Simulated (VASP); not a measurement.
The system is Sr.

```xyz
2
Lattice="4.1200 0.0000 0.0000 -1.4620 6.8055 0.0000 2.2524 2.0259 4.7268" Properties=species:S:1:pos:R:3 pbc="T T T"
Sr    0.5524    3.7247    0.6989
Sr    4.4391    1.7321    3.3990
```

| Quantity | Value |
| --- | --- |
| Program | VASP 6.6.1 |
| Task | relaxation of cell and atoms |
| Functional | PBE |
| Potentials or basis | VASP PAW PBE potentials, release 64 (Sr_sv) |
| Cutoff | 600 eV |
| k mesh | 6 × 4 × 4 |
| Occupations | gaussian, width 0.1 eV |
| Spin | no spin polarisation |

At the start: pressure 0.4 GPa; volume 66.27 Å³/atom.

Problem. How do energy, volume and symmetry change on relaxing?

Solution. Over 18 steps the energy falls by 703.6 meV/atom and the volume is 54.90 Å³/atom (-17.1 %); space group C2/c (No. 15, to 0.05 Å).

Step by step:
```
step  energy change (eV)  largest force (eV/Å)  pressure (GPa)  volume (Å³)
   1              0.0000                0.2854            0.37       132.53
   2             -0.6451                0.0516           -0.69       133.98
   3             -0.7826                0.0838           -0.92       133.37
   4             -1.0893                0.2081           -0.93       125.23
   5             -1.2598                0.4915            1.51        99.24
   6             -1.3202                0.4419            0.52       106.67
   7             -1.3249                0.4248            0.26       109.02
   8             -1.3611                0.2830            0.02       110.51
   9             -1.3747                0.1601           -0.17       112.06
  10             -1.3897                0.1181           -0.07       110.82
  11             -1.3979                0.0765            0.10       108.95
  12             -1.4012                0.0643           -0.01       109.88
  13             -1.4021                0.0602           -0.10       110.80
  14             -1.4040                0.0507            0.01       109.74
  15             -1.4043                0.0450            0.09       109.00
  16             -1.4060                0.0302            0.05       109.31
  17             -1.4066                0.0255           -0.03       110.15
  18             -1.4072                0.0150            0.00       109.81
```

Final structure:
```
CELL_PARAMETERS angstrom
4.36158 -0.18603 -0.07347
-1.86716 6.80916 -2.16358
2.22583 0.34181 3.56115
ATOMIC_POSITIONS crystal
Sr 0.21178 0.52173 0.18245
Sr 0.71874 0.02201 0.68449
```

Caveat: the volume moved by over 15 % at a fixed basis, so the end points are rough.
